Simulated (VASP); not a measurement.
# CsSnI3 (Pm-3m) in VASP: further runs

The runs below take CsSnI3 through relaxation of cell and atoms, with revPBE+D4, BLYP+D3(BJ).

Program: VASP 6.6.1. These are calculated values, not measurements. Logs are shortened: lines on timing, memory, paths and dates and some standing lists are left out, and cuts for length are marked.

### 1 The cell of the first run

Symmetry: Pm-3m, No. 221, cubic system. Conventional cell: a = 6.206 Å, b = 6.206 Å, c = 6.206 Å, α = 90.00°, β = 90.00°, γ = 90.00°. Cs (site symmetry m-3m) has 12 I at 4.39 Å and 8 Sn at 5.37 Å within 5.8 Å. Within 4.1 Å of I (site symmetry 4/mmm) lie 2 Sn at 3.10 Å. Within 4.1 Å of Sn (site symmetry m-3m) lie 6 I at 3.10 Å.

### 2 Relaxation of cell and atoms, revPBE+D4

Input file INCAR:

```
SYSTEM = CsSnI3
  PREC = Accurate
  ENCUT = 600
  EDIFF = 1E-6
  ISMEAR = -1
  SIGMA = 0.05
  LREAL = .FALSE.
  LASPH = .TRUE.
  NELM = 60
  ALGO = Normal
  ISIF = 3
  LWAVE = .FALSE.
  LCHARG = .FALSE.
  GGA = RE
  IVDW = 13
  IBRION = 2
  NSW = 60
  EDIFFG = -0.01
```

Input file KPOINTS:

```
regular mesh
0
G
  5 5 5
  0 0 0
```

Input file POSCAR:

```
CsSnI3
1.0
    6.2057000000      0.0000000000      0.0000000000
    0.0000000000      6.2057000000      0.0000000000
    0.0000000000      0.0000000000      6.2057000000
Cs I Sn
1 3 1
Direct
    0.0000000000      0.0000000000      0.0000000000
    0.5000000000      0.5000000000      0.0000000000
    0.5000000000      0.0000000000      0.5000000000
    0.0000000000      0.5000000000      0.5000000000
    0.5000000000      0.5000000000      0.5000000000
```

Potentials or basis: VASP PAW PBE potentials, release 64 (Cs_sv, I, Sn_d).

Run with:

```
cat potpaw_PBE.64/Cs_sv/POTCAR potpaw_PBE.64/I/POTCAR potpaw_PBE.64/Sn_d/POTCAR > POTCAR
mpirun -np 1 vasp_std > vasp.out
```

OUTCAR:

```text
SYSTEM = CsSnI3
   PREC = Accurate
   ENCUT = 600
   EDIFF = 1E-6
   ISMEAR = -1
   LREAL = .FALSE.
   LASPH = .TRUE.
   NELM = 60
   ISIF = 3
   GGA = RE
   IVDW = 13
   IBRION = 2
   NSW = 60
   EDIFFG = -0.01

 ion  position               nearest neighbor table
   1  0.000  0.000  0.000-
   2  0.500  0.500  0.000-   5 3.10   5 3.10
   3  0.500  0.000  0.500-   5 3.10   5 3.10
   4  0.000  0.500  0.500-   5 3.10   5 3.10
   5  0.500  0.500  0.500-   2 3.10   3 3.10   4 3.10   2 3.10   3 3.10   4 3.10

  LATTYP: Found a simple cubic cell.
 ALAT       =     6.2057000000

  Lattice vectors:

 A1 = (   6.2057000000,   0.0000000000,   0.0000000000)
 A2 = (   0.0000000000,   6.2057000000,   0.0000000000)
 A3 = (   0.0000000000,   0.0000000000,   6.2057000000)

Analysis of symmetry for initial positions (statically):
=====================================================================
 Subroutine PRICEL returns:
 Original cell was already a primitive cell.

 Routine SETGRP: Setting up the symmetry group for a
 simple cubic supercell.

 Subroutine GETGRP returns: Found 48 space group operations
 (whereof 48 operations were pure point group operations)
 out of a pool of 48 trial point group operations.

The static configuration has the point symmetry O_h .

Analysis of symmetry for dynamics (positions and initial velocities):
=====================================================================
 Subroutine PRICEL returns:
 Original cell was already a primitive cell.

 Routine SETGRP: Setting up the symmetry group for a
 simple cubic supercell.

 Subroutine GETGRP returns: Found 48 space group operations
 (whereof 48 operations were pure point group operations)
 out of a pool of 48 trial point group operations.

The dynamic configuration has the point symmetry O_h .

 Subroutine INISYM returns: Found 48 space group operations
 (whereof 48 operations are pure point group operations),
 and found     1 'primitive' translations

----------------------------------------------------------------------------------------

                                     Primitive cell

  volume of cell :     238.9859

  direct lattice vectors                    reciprocal lattice vectors
[... 143 lines left out ...]
 VOLUME and BASIS-vectors are now :
 -----------------------------------------------------------------------------
  energy-cutoff  :      600.00
  volume of cell :      238.99
      direct lattice vectors                 reciprocal lattice vectors
     6.205700000  0.000000000  0.000000000     0.161142176  0.000000000  0.000000000
     0.000000000  6.205700000  0.000000000     0.000000000  0.161142176  0.000000000
     0.000000000  0.000000000  6.205700000     0.000000000  0.000000000  0.161142176

 POSITION                                       TOTAL-FORCE (eV/Angst)
 -----------------------------------------------------------------------------------
      0.00000      0.00000      0.00000         0.000000      0.000000      0.000000
      3.10285      3.10285      0.00000         0.000000      0.000000      0.000000
      3.10285      0.00000      3.10285         0.000000      0.000000      0.000000
      0.00000      3.10285      3.10285         0.000000      0.000000      0.000000
      3.10285      3.10285      3.10285         0.000000      0.000000      0.000000
 -----------------------------------------------------------------------------------
    total drift:                                0.000000     -0.000000      0.000000

  FREE ENERGIE OF THE ION-ELECTRON SYSTEM (eV)
  ---------------------------------------------------
  free  energy   TOTEN  =       -14.9231321590 eV

  energy  without entropy=      -14.9231321506  energy(sigma->0) =      -14.92313215

--------------------------------------- Ionic step        2  -------------------------------------------

 number of electron      43.9999990 magnetization

 Free energy of the ion-electron system (eV)
  ---------------------------------------------------
  ext. energy  EPLUGINS =         0.00000000
  ---------------------------------------------------
  free energy    TOTEN  =       -12.96220954 eV

  energy without entropy =      -12.96220954  energy(sigma->0) =      -12.96220954

 E-fermi :   2.9722     XC(G=0):  -7.3036

 val. band max:        2.1130882341   @ k =   0.4000   0.4000   0.4000
 cond. band min:       3.8662474825   @ k =   0.4000   0.4000   0.4000
 fundamental gap:      1.7531592484
 Fermi energy:         2.9721616691

 k-point     1 :       0.0000    0.0000    0.0000
  band No.  band energies     occupation
      1     -19.3989      2.00000
      2     -19.1564      2.00000
      3     -19.1564      2.00000
      4     -19.1388      2.00000
      5     -19.1388      2.00000
      6     -19.1388      2.00000
[... 279 lines left out ...]
     25       4.2831      0.00000
     26       6.3681      0.00000

------------------------ aborting loop because EDIFF is reached ----------------------------------------

  DFT-D4 for vdW energy calculation

  Edisp (eV):   -1.96101

  FORCE on cell =-STRESS in cart. coord.  units (eV):
  Direction    XX          YY          ZZ          XY          YZ          ZX
  --------------------------------------------------------------------------------------
  -------------------------------------------------------------------------------------
  Total       0.03920     0.03920     0.03920    -0.00000    -0.00000     0.00000
  in kB       0.26244     0.26244     0.26244    -0.00000    -0.00000     0.00000
  external pressure =        0.26 kB  Pullay stress =        0.00 kB

 VOLUME and BASIS-vectors are now :
 -----------------------------------------------------------------------------
  energy-cutoff  :      600.00
  volume of cell :      239.34
      direct lattice vectors                 reciprocal lattice vectors
     6.208736021 -0.000000000  0.000000000     0.161063379 -0.000000000 -0.000000000
     0.000000000  6.208736021 -0.000000000     0.000000000  0.161063379  0.000000000
     0.000000000 -0.000000000  6.208736021    -0.000000000  0.000000000  0.161063379

 POSITION                                       TOTAL-FORCE (eV/Angst)
 -----------------------------------------------------------------------------------
      0.00000      0.00000      0.00000         0.000000      0.000000      0.000000
      3.10437      3.10437      0.00000         0.000000     -0.000000      0.000000
      3.10437     -0.00000      3.10437         0.000000      0.000000      0.000000
      0.00000      3.10437      3.10437         0.000000      0.000000      0.000000
      3.10437      3.10437      3.10437        -0.000000     -0.000000      0.000000
 -----------------------------------------------------------------------------------
    total drift:                                0.000000     -0.000000      0.000000

  FREE ENERGIE OF THE ION-ELECTRON SYSTEM (eV)
  ---------------------------------------------------
  free  energy   TOTEN  =       -14.9232154536 eV

  energy  without entropy=      -14.9232154453  energy(sigma->0) =      -14.92321545

 reached required accuracy - stopping structural energy minimisation
```

Run time: 59 s. Hardware: 1 thread of Intel Xeon 6975P-C (Granite Rapids), shared host; peak memory 0.41 GiB.

Results:

| Property | Result |
| --- | --- |
| Free energy | -14.9232 eV |
| Relaxed volume | 47.87 Å³/atom |
| Relaxed cell | a = 6.209 Å, b = 6.209 Å, c = 6.209 Å, α = 90.00°, β = 90.00°, γ = 90.00° |
| Space group after relaxing (to 0.1 Å) | Pm-3m (No. 221) |
| Energy gained by relaxing | 0.0 meV/atom |
| Ionic steps | 2 |
| Pressure after relaxing | 0.0 GPa |
| Band gap on the k mesh | 1.75 eV |
| Dispersion energy per atom | -0.392 eV |

Final structure:
```yaml
crystal:
  lattice:
    - [6.20874, 0.00000, 0.00000]
    - [0.00000, 6.20874, 0.00000]
    - [0.00000, 0.00000, 6.20874]
  atoms:
    - { symbol: Cs, position: [0.00000, 0.00000, 0.00000] }
    - { symbol: I, position: [0.50000, 0.50000, 0.00000] }
    - { symbol: I, position: [0.50000, 0.00000, 0.50000] }
    - { symbol: I, position: [0.00000, 0.50000, 0.50000] }
    - { symbol: Sn, position: [0.50000, 0.50000, 0.50000] }
```

Levels at points of the mesh, in eV from the valence-band top:
| k point | band 18 | band 19 | band 20 | band 21 | band 22 | band 23 | band 24 | band 25 | band 26 |
| --- | --- | --- | --- | --- | --- | --- | --- | --- | --- |
| (0.00, 0.00, 0.00) | -1.49 | -1.49 | -1.33 | -1.33 | -1.33 | 3.29 | 4.15 | 4.15 | 4.41 |

Caveat: the PAW data sets were made with another functional, which shifts forces and pressure a little; spin-orbit coupling is left out, which moves the levels of the heavy elements; an odd mesh through Γ misses points on the zone boundary, where band edges can lie. revPBE gaps usually lie below the measured ones, often by a third to a half.

### 3 Relaxation of cell and atoms, BLYP+D3(BJ)

Input file INCAR:

```
PREC = Accurate ; ENCUT = 600
EDIFF = 1E-6 ; ISMEAR = -1
SIGMA = 0.05 ; LREAL = False
LASPH = True ; NELM = 100
ALGO = Normal ; ISIF = 3
LWAVE = False ; LCHARG = False
GGA = B5 ; ALDAX = 1.0
AGGAX = 1.0 ; AGGAC = 1.0
ALDAC = 0.0 ; IVDW = 12
VDW_S6 = 1.0 ; VDW_S8 = 2.6996
VDW_A1 = 0.4298 ; VDW_A2 = 4.2359
IBRION = 2 ; NSW = 60
EDIFFG = -0.01
```

Input file KPOINTS:

```
Automatic mesh
0
Gamma
  5 5 5
```

POSCAR is that of step 2.

Potentials or basis: VASP PAW PBE potentials, release 64 (Cs_sv, I, Sn_d).

Run with:

```
cat potpaw_PBE.64/Cs_sv/POTCAR potpaw_PBE.64/I/POTCAR potpaw_PBE.64/Sn_d/POTCAR > POTCAR
mpirun -np 1 vasp_std > vasp.out
```

OUTCAR:

```text
PREC = Accurate
   ENCUT = 600
   EDIFF = 1E-6
   ISMEAR = -1
   LREAL = False
   LASPH = True
   NELM = 100
   ISIF = 3
   GGA = B5
   IVDW = 12
   IBRION = 2
   NSW = 60
   EDIFFG = -0.01
 IVDW          = 12

 ion  position               nearest neighbor table
   1  0.000  0.000  0.000-
   2  0.500  0.500  0.000-   5 3.10   5 3.10
   3  0.500  0.000  0.500-   5 3.10   5 3.10
   4  0.000  0.500  0.500-   5 3.10   5 3.10
   5  0.500  0.500  0.500-   2 3.10   3 3.10   4 3.10   2 3.10   3 3.10   4 3.10

  LATTYP: Found a simple cubic cell.
 ALAT       =     6.2057000000

  Lattice vectors:

 A1 = (   6.2057000000,   0.0000000000,   0.0000000000)
 A2 = (   0.0000000000,   6.2057000000,   0.0000000000)
 A3 = (   0.0000000000,   0.0000000000,   6.2057000000)

Analysis of symmetry for initial positions (statically):
=====================================================================
 Subroutine PRICEL returns:
 Original cell was already a primitive cell.

 Routine SETGRP: Setting up the symmetry group for a
 simple cubic supercell.

 Subroutine GETGRP returns: Found 48 space group operations
 (whereof 48 operations were pure point group operations)
 out of a pool of 48 trial point group operations.

The static configuration has the point symmetry O_h .

Analysis of symmetry for dynamics (positions and initial velocities):
=====================================================================
 Subroutine PRICEL returns:
 Original cell was already a primitive cell.

 Routine SETGRP: Setting up the symmetry group for a
 simple cubic supercell.

 Subroutine GETGRP returns: Found 48 space group operations
 (whereof 48 operations were pure point group operations)
 out of a pool of 48 trial point group operations.

The dynamic configuration has the point symmetry O_h .

[... 107 lines left out ...]
   IMIX   =      4    mixing-type and parameters
     AMIX     =   0.40;   BMIX     =  1.00
     AMIX_MAG =   1.60;   BMIX_MAG =  1.00
  volume/ion in A,a.u.               =      47.80       322.55
  Fermi-wavevector in a.u.,A,eV,Ry     =   0.931326  1.759950 11.801253  0.867368
  Thomas-Fermi vector in A             =   2.057807
   LORBIT       =      0    0 simple, 1 ext, 2 COOP (PROOUT), +10 PAW based schemes
   GGA     = B5    functional components
   LHFCALC =     F    Hartree Fock is set to
   AEXX    =    0.0000 exact exchange contribution
   IVDW    =    12    specifies the selected vdW correction
   LEPSILON=     F    determine dielectric tensor
   LRPA    =     F    only Hartree local field effects (RPA)
 conjugate gradient relaxation of ions
 non-spin polarized calculation
  energy-cutoff  :      600.00
  volume of cell :      238.99
 maximum number of plane-waves:      8025
 NGX is ok and might be reduce to    50
   NGX = 25   NGY = 25   NGZ = 25

 number of electron      43.9999989 magnetization

 Free energy of the ion-electron system (eV)
  ---------------------------------------------------
  ext. energy  EPLUGINS =         0.00000000
  ---------------------------------------------------
  free energy    TOTEN  =       -12.14163391 eV

  energy without entropy =      -12.14163390  energy(sigma->0) =      -12.14163391

 E-fermi :   3.2179     XC(G=0):  -7.1099

 val. band max:        2.3294156689   @ k =   0.4000   0.4000   0.4000
 cond. band min:       4.1415205507   @ k =   0.4000   0.4000   0.4000
 fundamental gap:      1.8121048818
 Fermi energy:         3.2178759256

 k-point     1 :       0.0000    0.0000    0.0000
  band No.  band energies     occupation
      1     -19.0935      2.00000
      2     -18.8280      2.00000
      3     -18.8280      2.00000
      4     -18.8015      2.00000
      5     -18.8015      2.00000
      6     -18.8015      2.00000
[... 279 lines left out ...]
     25       4.5143      0.00000
     26       6.4474      0.00000

------------------------ aborting loop because EDIFF is reached ----------------------------------------

 Edisp (eV)   -3.01741

 E8    (eV) :    -2.3363

  FORCE on cell =-STRESS in cart. coord.  units (eV):
  Direction    XX          YY          ZZ          XY          YZ          ZX
  --------------------------------------------------------------------------------------
  -------------------------------------------------------------------------------------
  Total      -0.01317    -0.01317    -0.01317     0.00000     0.00000    -0.00000
  in kB      -0.08827    -0.08827    -0.08827     0.00000     0.00000    -0.00000
  external pressure =       -0.09 kB  Pullay stress =        0.00 kB

 VOLUME and BASIS-vectors are now :
 -----------------------------------------------------------------------------
  energy-cutoff  :      600.00
  volume of cell :      238.99
      direct lattice vectors                 reciprocal lattice vectors
     6.205700000  0.000000000  0.000000000     0.161142176  0.000000000  0.000000000
     0.000000000  6.205700000  0.000000000     0.000000000  0.161142176  0.000000000
     0.000000000  0.000000000  6.205700000     0.000000000  0.000000000  0.161142176

 POSITION                                       TOTAL-FORCE (eV/Angst)
 -----------------------------------------------------------------------------------
      0.00000      0.00000      0.00000         0.000000      0.000000      0.000000
      3.10285      3.10285      0.00000         0.000000      0.000000      0.000000
      3.10285      0.00000      3.10285         0.000000      0.000000      0.000000
      0.00000      3.10285      3.10285         0.000000      0.000000      0.000000
      3.10285      3.10285      3.10285         0.000000      0.000000      0.000000
 -----------------------------------------------------------------------------------
    total drift:                                0.000000     -0.000000      0.000000

  FREE ENERGIE OF THE ION-ELECTRON SYSTEM (eV)
  ---------------------------------------------------
  free  energy   TOTEN  =       -15.1590470070 eV

  energy  without entropy=      -15.1590470022  energy(sigma->0) =      -15.15904700

 reached required accuracy - stopping structural energy minimisation
```

OSZICAR:

```text
N       E                     dE             d eps       ncg     rms          rms(c)
DAV:   1     0.380912078390E+03    0.38091E+03   -0.19534E+04   520   0.170E+03
DAV:   2     0.379932480074E+02   -0.34292E+03   -0.33632E+03   612   0.337E+02
DAV:   3    -0.102485533619E+02   -0.48242E+02   -0.47431E+02   634   0.128E+02
DAV:   4    -0.124020597746E+02   -0.21535E+01   -0.21511E+01   608   0.301E+01
DAV:   5    -0.124702171373E+02   -0.68157E-01   -0.68146E-01   822   0.553E+00    0.398E+00
DAV:   6    -0.121694525794E+02    0.30076E+00   -0.58888E-01   664   0.434E+00    0.268E+00
DAV:   7    -0.121393297757E+02    0.30123E-01   -0.32308E-01   676   0.253E+00    0.106E+00
DAV:   8    -0.121417188146E+02   -0.23890E-02   -0.40192E-02   608   0.148E+00    0.253E-01
DAV:   9    -0.121414761091E+02    0.24271E-03   -0.40353E-03   684   0.488E-01    0.101E-01
DAV:  10    -0.121416050495E+02   -0.12894E-03   -0.49577E-04   664   0.128E-01    0.552E-02
DAV:  11    -0.121416327555E+02   -0.27706E-04   -0.19816E-04   716   0.110E-01    0.193E-02
DAV:  12    -0.121416346155E+02   -0.18599E-05   -0.24281E-05   642   0.339E-02    0.188E-02
DAV:  13    -0.121416339088E+02    0.70669E-06   -0.10110E-06   478   0.792E-03
   1 F= -.15159047E+02 E0= -.15159047E+02  d E =-.151590E+02
```

Wall time 58 s (1 thread of Intel Xeon 6975P-C (Granite Rapids), shared host); peak memory 0.38 GiB.

What came out:

- Free energy: -15.1590 eV
- Pressure after relaxing: 0.0 GPa
- Band gap on the k mesh: 1.81 eV
- Dispersion energy per atom: -0.603 eV

Final structure:
```
Cs I Sn
1.0
     6.20570    0.00000    0.00000
     0.00000    6.20570    0.00000
     0.00000    0.00000    6.20570
Cs I Sn
1 3 1
Direct
  0.00000 0.00000 0.00000
  0.50000 0.50000 0.00000
  0.50000 0.00000 0.50000
  0.00000 0.50000 0.50000
  0.50000 0.50000 0.50000
```

Levels at points of the mesh, in eV from the valence-band top:
| k point | band 18 | band 19 | band 20 | band 21 | band 22 | band 23 | band 24 | band 25 | band 26 |
| --- | --- | --- | --- | --- | --- | --- | --- | --- | --- |
| (0.00, 0.00, 0.00) | -1.42 | -1.42 | -1.26 | -1.26 | -1.26 | 3.13 | 4.03 | 4.03 | 4.43 |

Caveat: the relaxation stopped at its first step, so nothing moved; the PAW data sets were made with another functional, which shifts forces and pressure a little; spin-orbit coupling is left out, which moves the levels of the heavy elements; an odd mesh through Γ misses points on the zone boundary, where band edges can lie.
